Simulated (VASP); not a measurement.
# Al3Ni5 (Cmm2) in VASP: notebook

Runs on Al3Ni5. Level: PBEsol. Tasks: single point.

Everything below comes from runs of VASP 6.6.1. Logs are shortened: lines on timing, memory, paths and dates and some standing lists are left out, and cuts for length are marked.

**1. The cell of the first run**

It takes space group Cmm2 (No. 35, orthorhombic). Conventional cell: a = 6.587 Å, b = 7.384 Å, c = 3.720 Å, α = 90.00°, β = 90.00°, γ = 90.00°. Within 2.7 Å of Al (site symmetry mm2) lie 6 Ni at 2.01 to 2.52 Å. Within 2.8 Å of Al (site symmetry m) lie 7 Ni at 2.12 to 2.59 Å and 2 Al at 2.78 Å. Within 2.8 Å of Ni (site symmetry mm2) lie 2 Al at 2.12 Å and 8 Ni at 2.47 to 2.60 Å. Ni (site symmetry 2) has 4 Al at 2.15 to 2.52 Å and 6 Ni at 2.47 to 2.63 Å within 2.8 Å. Ni (site symmetry m) has 5 Al at 2.01 to 2.59 Å and 6 Ni at 2.60 to 2.63 Å within 2.7 Å.

**2. Single point, PBEsol (all Al atoms moved -0.500 Å, as atom 1 along Cartesian [0 0 1])**

File INCAR:

```
SYSTEM = Al3Ni5
  PREC = Accurate
  ENCUT = 520
  EDIFF = 1E-6
  ISMEAR = 0
  SIGMA = 0.15
  LREAL = .False.
  LASPH = .True.
  NELM = 80
  ALGO = Fast
  ISIF = 2
  LWAVE = .False.
  LCHARG = .False.
  GGA = PS
  NBANDS = 40
```

File KPOINTS:

```
Automatic mesh
0
Gamma
  8 8 10
  0 0 0
```

File POSCAR:

```
Al3Ni5
1.0
    3.2933322760     -3.6919375971      0.0000000000
    3.2933322760      3.6919375971      0.0000000000
    0.0000000000      0.0000000000      3.7203545651
Al Ni
3 5
Direct
    0.5000000000      0.5000000000     -0.1343957925
    0.7796888787      0.2203111213      0.3656042075
    0.2203111213      0.7796888787      0.3656042075
    0.0000000000      0.0000000000      0.0000000000
    0.0000000000      0.5000000000      0.0000000000
    0.5000000000      0.0000000000      0.0000000000
    0.2762373066      0.2762373066      0.5000000000
    0.7237626934      0.7237626934      0.5000000000
```

Potentials or basis: VASP PAW PBE potentials, release 64 (Al, Ni).

Launch:

```sh
cat potpaw_PBE.64/Al/POTCAR potpaw_PBE.64/Ni/POTCAR > POTCAR
mpirun -np 1 vasp_std > vasp.out
```

OUTCAR:

```text
SYSTEM = Al3Ni5
   PREC = Accurate
   ENCUT = 520
   EDIFF = 1E-6
   ISMEAR = 0
   LREAL = .False.
   LASPH = .True.
   NELM = 80
   ISIF = 2
   GGA = PS

 ion  position               nearest neighbor table
   1  0.500  0.500  0.866-   7 2.01   8 2.01   5 2.52   6 2.52   6 2.52   5 2.52   2 2.78   3 2.78
                             2 2.78   3 2.78   7 2.78   8 2.78
   2  0.780  0.220  0.366-   4 2.12   5 2.15   6 2.15   7 2.49   8 2.49   8 2.59   7 2.59   1 2.78
                             1 2.78   4 2.87   5 2.89   6 2.89   3 3.25   3 3.32   3 3.32
   3  0.220  0.780  0.366-   4 2.12   5 2.15   6 2.15   7 2.49   8 2.49   8 2.59   7 2.59   1 2.78
                             1 2.78   4 2.87   5 2.89   6 2.89   2 3.25   2 3.32   2 3.32
   4  0.000  0.000  0.000-   2 2.12   3 2.12   5 2.47   6 2.47   5 2.47   6 2.47   7 2.60   8 2.60
                             7 2.60   8 2.60   2 2.87   3 2.87
   5  0.000  0.500  0.000-   2 2.15   3 2.15   4 2.47   4 2.47   1 2.52   1 2.52   7 2.63   8 2.63
                             7 2.63   8 2.63   2 2.89   3 2.89
   6  0.500  0.000  0.000-   2 2.15   3 2.15   4 2.47   4 2.47   1 2.52   1 2.52   7 2.63   8 2.63
                             7 2.63   8 2.63   2 2.89   3 2.89
   7  0.276  0.276  0.500-   1 2.01   2 2.49   3 2.49   3 2.59   2 2.59   4 2.60   4 2.60   6 2.63
                             5 2.63   5 2.63   6 2.63   1 2.78   8 2.95
   8  0.724  0.724  0.500-   1 2.01   2 2.49   3 2.49   2 2.59   3 2.59   4 2.60   4 2.60   5 2.63
                             6 2.63   6 2.63   5 2.63   1 2.78   7 2.95

  LATTYP: Found a base centered orthorhombic cell.
 ALAT       =     6.5866645520
 B/A-ratio  =     1.1210340432
 C/A-ratio  =     0.5648313400

  Lattice vectors:

 A1 = (   3.2933322760,  -3.6919375971,   0.0000000000)
 A2 = (   3.2933322760,   3.6919375971,   0.0000000000)
 A3 = (   0.0000000000,   0.0000000000,   3.7203545651)

Analysis of symmetry for initial positions (statically):
=====================================================================
 Subroutine PRICEL returns:
 Original cell was already a primitive cell.

 Routine SETGRP: Setting up the symmetry group for a
 base centered orthorhombic supercell.

 Subroutine GETGRP returns: Found  4 space group operations
 (whereof  4 operations were pure point group operations)
 out of a pool of  8 trial point group operations.

The static configuration has the point symmetry C_2v.

Analysis of symmetry for dynamics (positions and initial velocities):
=====================================================================
 Subroutine PRICEL returns:
 Original cell was already a primitive cell.

 Routine SETGRP: Setting up the symmetry group for a
 base centered orthorhombic supercell.

 Subroutine GETGRP returns: Found  4 space group operations
 (whereof  4 operations were pure point group operations)
 out of a pool of  8 trial point group operations.

The dynamic configuration has the point symmetry C_2v.

 Subroutine INISYM returns: Found  4 space group operations
 (whereof  4 operations are pure point group operations),
 and found     1 'primitive' translations

----------------------------------------------------------------------------------------

                                     Primitive cell

  volume of cell :      90.4699

  direct lattice vectors                    reciprocal lattice vectors
     3.293332276 -3.691937597  0.000000000     0.151821911 -0.135430241  0.000000000
     3.293332276  3.691937597  0.000000000     0.151821911  0.135430241  0.000000000
     0.000000000  0.000000000  3.720354565     0.000000000  0.000000000  0.268791585

  length of vectors
     4.947367047  4.947367047  3.720354565     0.203448379  0.203448379  0.268791585

  position of ions in fractional coordinates (direct lattice)
     0.500000000  0.500000000  0.865604207
     0.779688879  0.220311121  0.365604207
     0.220311121  0.779688879  0.365604207
     0.000000000  0.000000000  0.000000000
     1.000000000  0.500000000  0.000000000
     0.500000000  1.000000000  0.000000000
     0.276237307  0.276237307  0.500000000
     0.723762693  0.723762693  0.500000000

  ion indices of the primitive-cell ions
   primitive index   ion index
                 1           1
                 2           2
                 3           3
                 4           4
                 5           5
                 6           6
                 7           7
                 8           8

----------------------------------------------------------------------------------------

 KPOINTS: Automatic mesh

Automatic generation of k-mesh.
 Grid dimensions read from file:
 generate k-points for:    8    8   10

 Generating k-lattice:

  Cartesian coordinates                     Fractional coordinates (reciprocal lattice)
     0.018977739 -0.016928780  0.000000000     0.125000000 -0.000000000  0.000000000
     0.018977739  0.016928780  0.000000000    -0.000000000  0.125000000  0.000000000
     0.000000000  0.000000000  0.026879158     0.000000000  0.000000000  0.100000000

  Length of vectors
     0.025431047  0.025431047  0.026879158

  Shift w.r.t. Gamma in fractional coordinates (k-lattice)
     0.000000000  0.000000000  0.000000000

 Subroutine IBZKPT returns following result:
 ===========================================

 Found    126 irreducible k-points:

 Following reciprocal coordinates:
            Coordinates               Weight
  0.000000  0.000000  0.000000      1.000000
  0.125000  0.000000  0.000000      4.000000
  0.250000  0.000000  0.000000      4.000000
  0.375000  0.000000  0.000000      4.000000
  0.500000  0.000000  0.000000      2.000000
  0.125000  0.125000  0.000000      2.000000
[... 16 lines left out ...]
  0.125000  0.000000  0.100000      8.000000
  0.250000  0.000000  0.100000      8.000000
 [... further k-points ...]
   k-points           NKPTS =    126   k-points in BZ     NKDIM =    126   number of bands    NBANDS=     40
   number of dos      NEDOS =    301   number of ions     NIONS =      8
   total plane-waves  NPLWV =  44800
   dimension x,y,z NGX =    40 NGY =   40 NGZ =   28
   dimension x,y,z NGXF=    80 NGYF=   80 NGZF=   56
   ions per type =               3   5
   NGX,Y,Z   is equivalent  to a cutoff of  13.44, 13.44, 12.51 a.u.
   NGXF,Y,Z  is equivalent  to a cutoff of  26.88, 26.88, 25.02 a.u.
 SYSTEM =  Al3Ni5
   PREC   = accura    normal or accurate (medium, high low for compatibility)
   ISTART =      0    job   : 0-new  1-cont  2-samecut
   ICHARG =      2    charge: 1-file 2-atom 10-const
   ISPIN  =      1    spin polarized calculation?
   LNONCOLLINEAR =      F non collinear calculations
   LSORBIT =      F    spin-orbit coupling
   LASPH  =      T    aspherical Exc in radial PAW
   ENCUT  =  520.0 eV  38.22 Ry    6.18 a.u.   9.20  9.20  6.92*2*pi/ulx,y,z
   NELM   =     80;   NELMIN=  2; NELMDL= -5     # of ELM steps
   EDIFF  = 0.1E-05   stopping-criterion for ELM
   LREAL  =      F    real-space projection
   EDIFFG = 0.1E-04   stopping-criterion for IOM
   NSW    =      0    number of steps for IOM
   IBRION =     -1    ionic relax: 0-MD 1-quasi-New 2-CG
   NFREE  =      0    steps in history (QN), initial steepest desc. (CG)
   ISIF   =      2    stress and relaxation
   ISYM   =      2    0-nonsym 1-usesym 2-fastsym
   POTIM  = 0.5000    time-step for ionic-motion
   TEBEG  =    0.0;   TEEND  =   0.0 temperature during run
   PSTRESS=    0.0 pullay stress
   NELECT =      59.0000    total number of electrons
   NUPDOWN=      -1.0000    fix difference up-down
   EMIN   =  10.00;   EMAX   =-10.00  energy-range for DOS
   EFERMI =   0.00;   METHOD = LEGACY
   ISMEAR =     0;   SIGMA  =   0.15  broadening in eV -4-tet -1-fermi 0-gaus
   EFERMI_NEDOS =   21; number of points for ismear=-14 and -15
   IALGO  =     68    algorithm
   IMIX   =      4    mixing-type and parameters
     AMIX     =   0.40;   BMIX     =  1.00
     AMIX_MAG =   1.60;   BMIX_MAG =  1.00
  volume/ion in A,a.u.               =      11.31        76.32
  Fermi-wavevector in a.u.,A,eV,Ry     =   1.419681  2.682808 27.422461  2.015494
  Thomas-Fermi vector in A             =   2.540676
   LORBIT       =      0    0 simple, 1 ext, 2 COOP (PROOUT), +10 PAW based schemes
   GGA     = PS    functional components
   LHFCALC =     F    Hartree Fock is set to
   AEXX    =    0.0000 exact exchange contribution
   IVDW    =     0    specifies the selected vdW correction
   LEPSILON=     F    determine dielectric tensor
   LRPA    =     F    only Hartree local field effects (RPA)
 non-spin polarized calculation
 RMM-DIIS sequential band-by-band and
 Gauss-broadening in eV      SIGMA  =   0.15
  energy-cutoff  :      520.00
  volume of cell :       90.47
 maximum number of plane-waves:      2461
 NGX is ok and might be reduce to    40
   NGX = 19   NGY = 19   NGZ = 13

 number of electron      58.9999930 magnetization

 Free energy of the ion-electron system (eV)
  ---------------------------------------------------
  ext. energy  EPLUGINS =         0.00000000
  ---------------------------------------------------
  free energy    TOTEN  =       -44.05865627 eV

  energy without entropy =      -44.01768679  energy(sigma->0) =      -44.03817153

 E-fermi :  10.0343     XC(G=0): -12.5706

 val. band max:       10.0330255086   @ k =   0.5000   0.0000   0.2000
 cond. band min:      10.0353551751   @ k =  -0.3750   0.3750   0.4000
 fundamental gap:      0.0023296665
 Fermi energy:        10.0343104666

 k-point     1 :       0.0000    0.0000    0.0000
  band No.  band energies     occupation
      1      -0.7954      2.00000
      2       3.9051      2.00000
      3       4.1135      2.00000
      4       4.9647      2.00000
      5       5.5315      2.00000
      6       5.6428      2.00000
[... 32 lines left out ...]
     39      17.1725      0.00000
[... 988 lines left out ...]
     39      17.3205      0.00000
     40      17.9657      0.00000

 [... further k-points ...]

------------------------ aborting loop because EDIFF is reached ----------------------------------------

  FORCE on cell =-STRESS in cart. coord.  units (eV):
  Direction    XX          YY          ZZ          XY          YZ          ZX
  --------------------------------------------------------------------------------------
  -------------------------------------------------------------------------------------
  Total       14.0849459      3.3415778     10.9040328      0.0000000      0.0000000      0.0000000
  in kB      249.4373801     59.1776801    193.1049920      0.0000000      0.0000000      0.0000000
  external PRESSURE =     167.2400174 kB  Pullay stress =       0.0000000 kB

 VOLUME and BASIS-vectors are now :
 -----------------------------------------------------------------------------
  energy-cutoff  :      520.00
  volume of cell :       90.47
      direct lattice vectors                 reciprocal lattice vectors
     3.293332276 -3.691937597  0.000000000     0.151821911 -0.135430241  0.000000000
     3.293332276  3.691937597  0.000000000     0.151821911  0.135430241  0.000000000
     0.000000000  0.000000000  3.720354565     0.000000000  0.000000000  0.268791585

 POSITION                                       TOTAL-FORCE (eV/Angst)
 -----------------------------------------------------------------------------------
      3.29333      0.00000      3.22035         0.000000     -0.000000      6.125083
      3.29333     -2.06519      1.36018         0.000000      1.120539      4.684425
      3.29333      2.06519      1.36018         0.000000     -1.120539      4.684425
      0.00000      0.00000      0.00000         0.000000     -0.000000     -3.424339
      1.64667      1.84597      0.00000         0.000000     -0.000000     -3.028976
      1.64667     -1.84597      0.00000         0.000000     -0.000000     -3.028976
      1.81948      0.00000      1.86018        -2.339114     -0.000000     -3.005822
      4.76718      0.00000      1.86018         2.339114     -0.000000     -3.005822
 -----------------------------------------------------------------------------------
    total drift:                               -0.000000     -0.000000     -0.000365

  FREE ENERGIE OF THE ION-ELECTRON SYSTEM (eV)
  ---------------------------------------------------
  free  energy   TOTEN  =       -44.0586562733 eV

  energy  without entropy=      -44.0176867929  energy(sigma->0) =      -44.03817153
```

Wall time 4.2 min (1 thread of Intel Xeon 6975P-C (Granite Rapids), shared host); peak memory 0.44 GiB.

What came out:

* Free energy: -44.0587 eV
* Pressure: 16.7 GPa
* Largest force: 6.125 eV/Å

Forces on the atoms (eV/Å):
```
Al   0.000  0.000  6.125
Al   0.000  1.121  4.684
Al   0.000 -1.121  4.684
Ni   0.000  0.000 -3.424
Ni   0.000  0.000 -3.029
Ni   0.000  0.000 -3.029
Ni  -2.339  0.000 -3.006
Ni   2.339  0.000 -3.006
```

Levels at points of the mesh, in eV from the Fermi level:
| k point | band 27 | band 28 | band 29 | band 30 | band 31 | band 32 |
| --- | --- | --- | --- | --- | --- | --- |
| (0.00, 0.00, 0.00) | -0.84 | -0.65 | -0.50 | -0.40 | 0.10 | 0.34 |
| (0.50, 0.00, 0.00) | -0.95 | -0.81 | -0.32 | -0.29 | 1.05 | 2.24 |
| (0.50, 0.50, 0.00) | -1.20 | -1.01 | -0.59 | 2.66 | 3.41 | 3.62 |
| (0.00, 0.00, 0.50) | -1.45 | -1.18 | -0.89 | -0.78 | -0.45 | 2.09 |
| (0.50, 0.00, 0.50) | -1.29 | -1.26 | -0.71 | 0.79 | 0.95 | 1.04 |
| (0.50, 0.50, 0.50) | -1.43 | -1.41 | -1.20 | -0.25 | -0.16 | 0.13 |

Caveat: the cell differs from its parent crystal (all Al atoms moved -0.500 Å, as atom 1 along Cartesian [0 0 1]); the PAW data sets were made with another functional, which shifts forces and pressure a little. Spin polarisation is off, so any magnetic state and its effect on volume and gap are missing.

(Part 1 of 2 ends here.)
